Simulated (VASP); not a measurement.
# CdSe (R3m) in VASP: a series of runs, part 2 of 2

VASP 6.6.1.

**5. Single point, PBE (24.99 Å³/atom)**

This run uses another cell than the first one, of 24.99 Å³/atom.

INCAR reads:

```
ALGO = Normal
EDIFF = 1E-6
ENCUT = 520
GGA = PE
ISIF = 2
ISMEAR = 0
LASPH = True
LCHARG = True
LELF = True
LREAL = False
LVHAR = True
LWAVE = False
NBANDS = 16
NELM = 60
PREC = Accurate
SIGMA = 0.05
```

KPOINTS reads:

```
k-points
0
Gamma
  10 10 10
```

POSCAR reads:

```
CdSe
1.0
    0.0000000000      3.0433763595      3.0433763595
    3.0433763595      0.0000000000      3.0433763595
    2.8128913232      2.8128913232      0.2304850363
Cd Se
1 1
Direct
    0.0000000000      0.0000000000      0.0000000000
    0.7500000000      0.7500000000      0.7500000000
```

Potentials or basis: VASP PAW PBE potentials, release 64 (Cd, Se).

Started as:

```
> cat potpaw_PBE.64/Cd/POTCAR potpaw_PBE.64/Se/POTCAR > POTCAR
> mpirun -np 1 vasp_std > vasp.out
```

OUTCAR:

```text
EDIFF = 1E-6
   ENCUT = 520
   GGA = PE
   ISIF = 2
   ISMEAR = 0
   LASPH = True
   LREAL = False
   NELM = 60
   PREC = Accurate

 ion  position               nearest neighbor table
   1  0.000  0.000  0.000-   2 2.34   2 2.60   2 2.60   2 2.60
   2  0.750  0.750  0.750-   1 2.34   1 2.60   1 2.60   1 2.60

  LATTYP: Found a trigonal (rhomboedric) cell.
 ALAT       =     3.9847005589
 COS(alpha) =     0.4166624355

  Lattice vectors:

 A1 = (   2.8128913232,  -0.2304850363,  -2.8128913232)
 A2 = (  -0.2304850363,   2.8128913232,  -2.8128913232)
 A3 = (   2.8128913232,   2.8128913232,   0.2304850363)

Analysis of symmetry for initial positions (statically):
=====================================================================
 Subroutine PRICEL returns:
 Original cell was already a primitive cell.

 Routine SETGRP: Setting up the symmetry group for a
 trigonal (rhombohedral) supercell.

 Subroutine GETGRP returns: Found  6 space group operations
 (whereof  6 operations were pure point group operations)
 out of a pool of 12 trial point group operations.

The static configuration has the point symmetry C_3v.

Analysis of symmetry for dynamics (positions and initial velocities):
=====================================================================
 Subroutine PRICEL returns:
 Original cell was already a primitive cell.

 Routine SETGRP: Setting up the symmetry group for a
 trigonal (rhombohedral) supercell.

 Subroutine GETGRP returns: Found  6 space group operations
 (whereof  6 operations were pure point group operations)
 out of a pool of 12 trial point group operations.

The dynamic configuration has the point symmetry C_3v.

 Subroutine INISYM returns: Found  6 space group operations
 (whereof  6 operations are pure point group operations),
 and found     1 'primitive' translations

----------------------------------------------------------------------------------------

[... 110 lines left out ...]
   IMIX   =      4    mixing-type and parameters
     AMIX     =   0.40;   BMIX     =  1.00
     AMIX_MAG =   1.60;   BMIX_MAG =  1.00
  volume/ion in A,a.u.               =      24.99       168.61
  Fermi-wavevector in a.u.,A,eV,Ry     =   1.164814  2.201180 18.460286  1.356793
  Thomas-Fermi vector in A             =   2.301348
   LORBIT       =      0    0 simple, 1 ext, 2 COOP (PROOUT), +10 PAW based schemes
   GGA     = PE    functional components
   LHFCALC =     F    Hartree Fock is set to
   AEXX    =    0.0000 exact exchange contribution
   IVDW    =     0    specifies the selected vdW correction
   LEPSILON=     F    determine dielectric tensor
   LRPA    =     F    only Hartree local field effects (RPA)
 non-spin polarized calculation
 Gauss-broadening in eV      SIGMA  =   0.05
  energy-cutoff  :      520.00
  volume of cell :       49.97
 maximum number of plane-waves:      1362
   NGX = 17   NGY = 17   NGZ = 15

 number of electron      17.9999997 magnetization

 Free energy of the ion-electron system (eV)
  ---------------------------------------------------
  ext. energy  EPLUGINS =         0.00000000
  ---------------------------------------------------
  free energy    TOTEN  =        -4.92504707 eV

  energy without entropy =       -4.92504707  energy(sigma->0) =       -4.92504707

 E-fermi :   2.3196     XC(G=0):  -9.4339

 val. band max:        2.0949255434   @ k =   0.0000   0.0000   0.0000
 cond. band min:       2.8166825371   @ k =   0.0000   0.0000   0.0000
 fundamental gap:      0.7217569937
 Fermi energy:         2.3195727134

 k-point     1 :       0.0000    0.0000    0.0000
  band No.  band energies     occupation
      1     -11.4358      2.00000
      2      -6.6138      2.00000
      3      -6.4720      2.00000
      4      -6.4720      2.00000
      5      -5.9747      2.00000
      6      -5.9747      2.00000
[... 433 lines left out ...]
      3      -6.2940      2.00000
      4      -6.1236      2.00000
      5      -5.9309      2.00000
      6      -5.7733      2.00000
[... 8 lines left out ...]
     15      14.3366      0.00000
     16      16.0629      0.00000

 [... further k-points ...]

------------------------ aborting loop because EDIFF is reached ----------------------------------------

  FORCE on cell =-STRESS in cart. coord.  units (eV):
  Direction    XX          YY          ZZ          XY          YZ          ZX
  --------------------------------------------------------------------------------------
  -------------------------------------------------------------------------------------
  Total        4.4677008      4.4677008      4.4677008      2.2822728     -2.2822728     -2.2822728
  in kB      143.2411924    143.2411924    143.2411924     73.1730918    -73.1730918    -73.1730918
  external PRESSURE =     143.2411924 kB  Pullay stress =       0.0000000 kB

 VOLUME and BASIS-vectors are now :
 -----------------------------------------------------------------------------
  energy-cutoff  :      520.00
  volume of cell :       49.97
      direct lattice vectors                 reciprocal lattice vectors
     0.000000000  3.043376359  3.043376359    -0.171309673  0.157272758  0.171309673
     3.043376359  0.000000000  3.043376359     0.157272758 -0.171309673  0.171309673
     2.812891323  2.812891323  0.230485036     0.185346587  0.185346587 -0.185346587

 POSITION                                       TOTAL-FORCE (eV/Angst)
 -----------------------------------------------------------------------------------
      0.00000      0.00000      0.00000        -1.353539     -1.353539      1.353539
      4.39220      4.39220      4.73793         1.353539      1.353539     -1.353539
 -----------------------------------------------------------------------------------
    total drift:                                0.000015      0.000015     -0.000009

  FREE ENERGIE OF THE ION-ELECTRON SYSTEM (eV)
  ---------------------------------------------------
  free  energy   TOTEN  =        -4.9250470719 eV

  energy  without entropy=       -4.9250470719  energy(sigma->0) =       -4.92504707
```

OSZICAR:

```text
N       E                     dE             d eps       ncg     rms          rms(c)
DAV:   1     0.108607879966E+03    0.10861E+03   -0.90692E+03  3832   0.103E+03
DAV:   2    -0.145548646983E+01   -0.11006E+03   -0.10417E+03  4536   0.253E+02
DAV:   3    -0.530745462876E+01   -0.38520E+01   -0.38454E+01  4576   0.492E+01
DAV:   4    -0.532235345435E+01   -0.14899E-01   -0.14898E-01  4496   0.303E+00
DAV:   5    -0.532244208792E+01   -0.88634E-04   -0.88633E-04  4640   0.205E-01    0.880E+00
DAV:   6    -0.495204969751E+01    0.37039E+00   -0.53345E-01  5440   0.999E+00    0.647E+00
DAV:   7    -0.492465605754E+01    0.27394E-01   -0.20611E-01  4448   0.312E+00    0.238E+00
DAV:   8    -0.492492792689E+01   -0.27187E-03   -0.21185E-02  4200   0.189E+00    0.312E-01
DAV:   9    -0.492494527827E+01   -0.17351E-04   -0.19354E-03  4640   0.625E-01    0.656E-02
DAV:  10    -0.492500857289E+01   -0.63295E-04   -0.17427E-04  4648   0.169E-01    0.400E-02
DAV:  11    -0.492504658459E+01   -0.38012E-04   -0.59447E-05  4288   0.517E-02    0.102E-02
DAV:  12    -0.492504707188E+01   -0.48728E-06   -0.27458E-06  4640   0.240E-02
   1 F= -.49250471E+01 E0= -.49250471E+01  d E =-.482854E-13
```

It took 1.7 min on 1 thread of Intel Xeon 8259CL, shared host; peak memory 0.25 GiB.

Results:

* Free energy: -4.9250 eV
* Pressure: 14.3 GPa
* Largest force: 2.344 eV/Å
* Band gap on the k mesh: 0.72 eV

Forces on the atoms (eV/Å):
```
Cd  -1.354 -1.354  1.354
Se   1.354  1.354 -1.354
```

Levels at points of the mesh, in eV from the valence-band top:
| k point | band 7 | band 8 | band 9 | band 10 | band 11 | band 12 |
| --- | --- | --- | --- | --- | --- | --- |
| (0.00, 0.00, 0.00) | -0.24 | -0.24 | 0.00 | 0.72 | 5.26 | 5.26 |
| (0.50, 0.00, 0.00) | -5.25 | -0.92 | -0.82 | 2.57 | 6.05 | 6.95 |
| (0.50, 0.50, 0.00) | -4.77 | -2.79 | -1.95 | 2.57 | 3.97 | 9.06 |
| (0.00, 0.00, 0.50) | -5.25 | -1.53 | -1.53 | 1.89 | 5.77 | 5.77 |

Caveat: the cell stands under pressure; forces of over 1 eV/Å act on the atoms, so gaps and moduli don't describe the material at rest.

**6. Single point, PBE (24.99 Å³/atom)**

This run uses another cell than the first one, of 24.99 Å³/atom.

INCAR reads:

```
SYSTEM = CdSe
PREC = Accurate ; ENCUT = 520
EDIFF = 1E-7 ; ISMEAR = 0
SIGMA = 0.05 ; LREAL = .FALSE.
LASPH = .TRUE. ; NELM = 60
ALGO = Normal ; ISIF = 2
LWAVE = .FALSE. ; LCHARG = .TRUE.
GGA = PE ; LELF = .TRUE.
LVHAR = .TRUE. ; NBANDS = 16
```

KPOINTS reads:

```
regular mesh
0
G
  10 10 10
  0 0 0
```

POSCAR reads:

```
CdSe
1.0
    0.0000000000      2.8461812552      2.8461812552
    2.8461812552      0.0000000000      2.8461812552
    3.0049981693      3.0049981693     -0.1588169140
Cd Se
1 1
Direct
    0.0000000000      0.0000000000      0.0000000000
    0.7500000000      0.7500000000      0.7500000000
```

Potentials or basis: VASP PAW PBE potentials, release 64 (Cd, Se).

Started as:

```
> cat potpaw_PBE.64/Cd/POTCAR potpaw_PBE.64/Se/POTCAR > POTCAR
> mpirun -np 1 vasp_std > vasp.out
```

OUTCAR:

```text
SYSTEM = CdSe
   PREC = Accurate
   ENCUT = 520
   EDIFF = 1E-7
   ISMEAR = 0
   LREAL = .FALSE.
   LASPH = .TRUE.
   NELM = 60
   ISIF = 2
   GGA = PE

 ion  position               nearest neighbor table
   1  0.000  0.000  0.000-   2 2.49   2 2.49   2 2.49   2 2.67
   2  0.750  0.750  0.750-   1 2.49   1 2.49   1 2.49   1 2.67

  LATTYP: Found a trigonal (rhomboedric) cell.
 ALAT       =     4.2526757232
 COS(alpha) =     0.5520798786

  Lattice vectors:

 A1 = (   3.0049981693,   0.1588169141,  -3.0049981692)
 A2 = (   0.1588169141,   3.0049981693,  -3.0049981692)
 A3 = (   3.0049981693,   3.0049981693,  -0.1588169140)

Analysis of symmetry for initial positions (statically):
=====================================================================
 Subroutine PRICEL returns:
 Original cell was already a primitive cell.

 Routine SETGRP: Setting up the symmetry group for a
 trigonal (rhombohedral) supercell.

 Subroutine GETGRP returns: Found  6 space group operations
 (whereof  6 operations were pure point group operations)
 out of a pool of 12 trial point group operations.

[... 162 lines left out ...]

 E-fermi :   2.3622     XC(G=0):  -9.4356

 val. band max:        2.0936754868   @ k =   0.0000   0.0000   0.0000
 cond. band min:       2.7934876825   @ k =   0.0000   0.0000   0.0000
 fundamental gap:      0.6998121957
 Fermi energy:         2.3621535537

 k-point     1 :       0.0000    0.0000    0.0000
  band No.  band energies     occupation
      1     -11.3962      2.00000
      2      -6.5075      2.00000
      3      -6.5075      2.00000
      4      -6.4122      2.00000
      5      -5.9515      2.00000
      6      -5.9515      2.00000
[... 433 lines left out ...]
      3      -6.1952      2.00000
      4      -6.1444      2.00000
      5      -5.8919      2.00000
      6      -5.7567      2.00000
[... 8 lines left out ...]
     15      14.3747      0.00000
     16      16.2788      0.00000

 [... further k-points ...]

------------------------ aborting loop because EDIFF is reached ----------------------------------------

  FORCE on cell =-STRESS in cart. coord.  units (eV):
  Direction    XX          YY          ZZ          XY          YZ          ZX
  --------------------------------------------------------------------------------------
  -------------------------------------------------------------------------------------
  Total        4.0578266      4.0578266      4.0578266     -1.1120991      1.1120991      1.1120991
  in kB      130.1000130    130.1000130    130.1000130    -35.6555659     35.6555659     35.6555659
  external PRESSURE =     130.1000130 kB  Pullay stress =       0.0000000 kB

 VOLUME and BASIS-vectors are now :
 -----------------------------------------------------------------------------
  energy-cutoff  :      520.00
  volume of cell :       49.97
      direct lattice vectors                 reciprocal lattice vectors
     0.000000000  2.846181255  2.846181255    -0.171151234  0.180196734  0.171151234
     2.846181255  0.000000000  2.846181255     0.180196734 -0.171151234  0.171151234
     3.004998169  3.004998169 -0.158816914     0.162105734  0.162105734 -0.162105734

 POSITION                                       TOTAL-FORCE (eV/Angst)
 -----------------------------------------------------------------------------------
      0.00000      0.00000      0.00000         0.550126      0.550126     -0.550126
      4.38838      4.38838      4.15016        -0.550126     -0.550126      0.550126
 -----------------------------------------------------------------------------------
    total drift:                               -0.000036     -0.000036      0.000033

  FREE ENERGIE OF THE ION-ELECTRON SYSTEM (eV)
  ---------------------------------------------------
  free  energy   TOTEN  =        -5.0904324881 eV

  energy  without entropy=       -5.0904324881  energy(sigma->0) =       -5.09043249
```

OSZICAR:

```text
N       E                     dE             d eps       ncg     rms          rms(c)
DAV:   1     0.108867631811E+03    0.10887E+03   -0.90008E+03  3824   0.103E+03
DAV:   2    -0.164744723072E+01   -0.11052E+03   -0.10470E+03  4472   0.253E+02
DAV:   3    -0.545578158451E+01   -0.38083E+01   -0.38021E+01  4408   0.492E+01
DAV:   4    -0.547054430727E+01   -0.14763E-01   -0.14762E-01  4632   0.303E+00
DAV:   5    -0.547063232325E+01   -0.88016E-04   -0.88016E-04  4536   0.202E-01    0.839E+00
DAV:   6    -0.511610310323E+01    0.35453E+00   -0.51342E-01  5536   0.976E+00    0.626E+00
DAV:   7    -0.508986532819E+01    0.26238E-01   -0.19178E-01  4552   0.300E+00    0.233E+00
DAV:   8    -0.509029149936E+01   -0.42617E-03   -0.19894E-02  4248   0.183E+00    0.295E-01
DAV:   9    -0.509032677271E+01   -0.35273E-04   -0.18408E-03  4560   0.602E-01    0.660E-02
DAV:  10    -0.509039318453E+01   -0.66412E-04   -0.16761E-04  4712   0.167E-01    0.395E-02
DAV:  11    -0.509043169756E+01   -0.38513E-04   -0.59207E-05  4408   0.508E-02    0.109E-02
DAV:  12    -0.509043222251E+01   -0.52495E-06   -0.24572E-06  4560   0.225E-02    0.528E-03
DAV:  13    -0.509043246598E+01   -0.24347E-06   -0.10853E-06  4496   0.110E-02    0.852E-04
DAV:  14    -0.509043248809E+01   -0.22110E-07   -0.40290E-08  3624   0.184E-03
   1 F= -.50904325E+01 E0= -.50904325E+01  d E =-.169725E-16
```

stdout:

```text
POSCAR found type information on POSCAR CdSe
 POSCAR found :  2 types and       2 ions
 scaLAPACK will be used
 LDA part: xc-table for (Slater+PW92), standard interpolation
 POSCAR, INCAR and KPOINTS ok, starting setup
 FFT: planning ... GRIDC
 FFT: planning ... GRID_SOFT
 FFT: planning ... GRID
 WAVECAR not read
 entering main loop
```

It took 2.3 min on 1 thread of Intel Xeon 8259CL, shared host; peak memory 0.24 GiB.

Results:

| Property | Result |
| --- | --- |
| Free energy | -5.0904 eV |
| Pressure | 13.0 GPa |
| Largest force | 0.953 eV/Å |
| Band gap on the k mesh | 0.70 eV |

Forces in eV/Å, atoms in the order of the input:
```
Cd   0.550  0.550 -0.550
Se  -0.550 -0.550  0.550
```

Caveat: the cell stands under pressure.

**7. Single point, PBE (24.99 Å³/atom)**

This run uses another cell than the first one, of 24.99 Å³/atom.

INCAR reads:

```
SYSTEM = CdSe
ALGO = Normal
EDIFF = 1E-6
ENCUT = 520
GGA = PE
ISIF = 2
ISMEAR = 0
LASPH = .True.
LCHARG = .False.
LREAL = .False.
LWAVE = .False.
NBANDS = 16
NELM = 100
PREC = Accurate
SIGMA = 0.05
```

KPOINTS reads:

```
k-points
0
Gamma
  10 10 10
  0 0 0
```

POSCAR reads:

```
CdSe
1.0
    0.0000000000      3.0028228820      3.0028228820
    3.0028228820      0.0000000000      3.0028228820
    2.8482775976      2.8482775976      0.1545452843
Cd Se
1 1
Direct
    0.0000000000      0.0000000000      0.0000000000
    0.7500000000      0.7500000000      0.7500000000
```

Started as:

```
> cat potpaw_PBE.64/Cd/POTCAR potpaw_PBE.64/Se/POTCAR > POTCAR
> mpirun -np 1 vasp_std > vasp.out
```

Run time: 97 s. Hardware: 1 thread of Intel Xeon 8259CL, shared host; peak memory 0.25 GiB.

Results (log left out):

```yaml
Free_energy: -5.0736 eV
Pressure: 13.1 GPa
Largest_force: 1.405 eV/Å
Band_gap_on_the_k_mesh: 0.72 eV
```

Forces on the atoms (eV/Å):
```
Cd  -0.811 -0.811  0.811
Se   0.811  0.811 -0.811
```

Stress tensor (GPa, compression positive):
```
13.15  4.58 -4.58
 4.58 13.15 -4.58
-4.58 -4.58 13.15
```

Levels at points of the mesh, in eV from the valence-band top:
```csv
k point,band 7,band 8,band 9,band 10,band 11,band 12
"(0.00, 0.00, 0.00)",-0.21,-0.21,0.00,0.72,5.43,5.43
"(0.50, 0.00, 0.00)",-5.26,-0.98,-0.90,2.52,6.13,6.79
"(0.50, 0.50, 0.00)",-4.78,-2.67,-2.13,2.67,3.82,9.31
"(0.00, 0.00, 0.50)",-5.28,-1.38,-1.38,2.05,5.95,5.95
```

Caveat: the cell stands under pressure; forces of over 1 eV/Å act on the atoms, so gaps and moduli don't describe the material at rest.

**8. The runs side by side**

| cell | gap on the mesh (eV) | pressure (GPa) | largest force (eV/Å) |
| --- | --- | --- | --- |
| a = 4.419, b = 4.419, c = 4.195 Å, angles 58.2, 58.2, 60.0°, 2 atoms | 0.60 | 3.7 | 0.86 |
| a = 4.189, b = 4.189, c = 4.426 Å, angles 61.8, 61.8, 60.0°, 2 atoms | 0.53 | 3.7 | 0.51 |
| a = 3.971, b = 3.971, c = 4.318 Å, angles 62.6, 62.6, 60.0°, 2 atoms | 0.58 | 13.9 | 1.32 |
| a = 4.304, b = 4.304, c = 3.985 Å, angles 57.3, 57.3, 60.0°, 2 atoms | 0.72 | 14.3 | 2.34 |
| a = 4.025, b = 4.025, c = 4.253 Å, angles 61.8, 61.8, 60.0°, 2 atoms | 0.70 | 13.0 | 0.95 |
| a = 4.247, b = 4.247, c = 4.031 Å, angles 58.2, 58.2, 60.0°, 2 atoms | 0.72 | 13.1 | 1.40 |

Alike in all rows: task single point; level PBE; potentials or basis VASP PAW PBE potentials, release 64 (Cd, Se); no spin polarisation; k mesh 10 × 10 × 10; cutoff (eV) 520; smearing gaussian 0.05 eV.

Caveats: the cell stands under pressure; forces of over 1 eV/Å act on the atoms, so gaps and moduli don't describe the material at rest (at least some runs).

Absolute energies hang on the potentials; compare differences alone.
